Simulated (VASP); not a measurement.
The system is P.

```xyz
2
Lattice="1.7257 0.9963 3.1297 -1.7257 0.9963 3.1297 0.0000 -1.9927 3.1297" Properties=species:S:1:pos:R:3 pbc="T T T"
P    -0.0131    0.0080    7.1927
P    -0.0121   -0.0027    2.1213
```

This cell differs from its parent crystal: atoms moved at random.

Base run:

| Property | Result |
| --- | --- |
| Program | VASP 6.6.1 |
| Functional | PBE |
| Potentials or basis | VASP PAW PBE potentials, release 64 (P) |
| Cutoff | 520 eV |
| k mesh | 9 × 9 × 9 |
| Occupations | fermi-dirac, width 0.05 eV |
| Spin | no spin polarisation |

Its results: band gap on the k mesh zero (band 5 reaches 9.49 eV, above the bottom of band 6 at 8.81 eV); pressure -0.3 GPa; largest force 0.264 eV/Å.

Question: The run is repeated on the same cell with these changes: functional from PBE to PBEsol. What comes out?

Answer: Band gap on the k mesh zero (band 5 reaches 9.42 eV, above the bottom of band 6 at 8.70 eV); pressure -3.4 GPa; largest force 0.194 eV/Å.

PBEsol binds more tightly than PBE, so the same cell stands under less pressure.

Caveats: the PAW data sets were made with another functional, which shifts forces and pressure a little (some runs).
